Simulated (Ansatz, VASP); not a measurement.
**Ta: VASP beside Ansatz**

File INCAR:

```
PREC = Accurate
ENCUT = 520
EDIFF = 1E-6
ISMEAR = 0
SIGMA = 0.15
LREAL = F
LASPH = T
NELM = 80
ALGO = Fast
ISIF = 2
LWAVE = F
LCHARG = F
GGA = PE
NBANDS = 12
```

The input KPOINTS:

```
regular mesh
0
Gamma
  20 20 20
```

POSCAR

```
Ta
1.0
   -1.6760492000      1.6760492000      1.6265108000
    1.6760492000     -1.6760492000      1.6265108000
    1.6760492000      1.6760492000     -1.6265108000
Ta
1
Direct
    0.0000000000      0.0000000000      0.0000000000
```

Input for Ansatz:

```yaml
crystal:
  lattice:
    - [-1.6760492, 1.6760492, 1.6265108]
    - [1.6760492, -1.6760492, 1.6265108]
    - [1.6760492, 1.6760492, -1.6265108]
  atoms:
    - { symbol: Ta, position: [0.0, 0.0, 0.0] }
basis:
  ecutwfc: 420
kpoints:
  mp_grid: { grid: [20, 20, 20] }
hamiltonian:
  xc: pbe
scf:
  occupations: { method: gaussian, width: 0.15 }
output:
  forces: true
  stress: true
  eigenvalues: true
```

Change from the starting cell: strain +0.015 along x and y, -0.015 along z, atoms carried along.

Alike in both runs: task single point; functional PBE; k mesh 20 × 20 × 20; occupations gaussian, width 0.15 eV; no spin polarisation.

|  | VASP | Ansatz |
| --- | --- | --- |
| version | VASP 6.6.1 | Ansatz 0.2.0 |
| potentials or method | VASP PAW PBE potentials, release 64 (Ta_pv), cutoff 520 eV | scalar-relativistic, plane waves, PAW |
| valence electrons in the cell | 11 | 13 |

VASP gave:

- gap on the k mesh at the Fermi level (eV): none
- pressure (GPa): 0.4
- traceless stress, the component that is largest in VASP (GPa): 2.23

What did Ansatz give for the same quantities?

gap on the k mesh at the Fermi level (eV): none; pressure (GPa): 0.3; traceless stress, the component that is largest in VASP (GPa): 2.24.

A gap of «none» marks a metal or a gap that the smearing closes. VASP's potentials hold 11 valence electrons a cell and Ansatz's 13, so a difference there can come from the potentials and not from the codes.

Neither program's run includes spin-orbit coupling.
